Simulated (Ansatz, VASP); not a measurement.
**SiC: VASP beside Ansatz**

```xyz
2
Lattice="0.0000 1.8697 1.8697 1.8697 0.0000 1.8697 1.8697 1.8697 0.0000" Properties=species:S:1:pos:R:3 pbc="T T T"
Si    0.0000    0.0000    0.0000
C     1.8697    1.8697    1.8697
```

Change from the starting cell: volume scaled by 0.8, PAW files.

Alike in both runs: task single point; functional r2SCAN; k mesh 17 × 17 × 17; occupations fermi-dirac, width 0.1 eV; no spin polarisation.

```csv
,VASP,Ansatz
version,VASP 6.6.1,Ansatz 0.2.0
potentials or method,"VASP PAW PBE potentials, release 64 (Si, C)","PAW with Ansatz's default frozen-core files, scalar-relativistic"
plane-wave cutoff (eV),660,500
valence electrons in the cell,8,8
```

```csv
,VASP,Ansatz,Ansatz less VASP
pressure (GPa),97.2,97.2,+0.02
```

VASP's potentials were made for PBE, not for r2SCAN. Both programs put the cell under a high pressure, so it lies far from rest at this level.

Noted on VASP's run: the cell as given lies far from equilibrium.
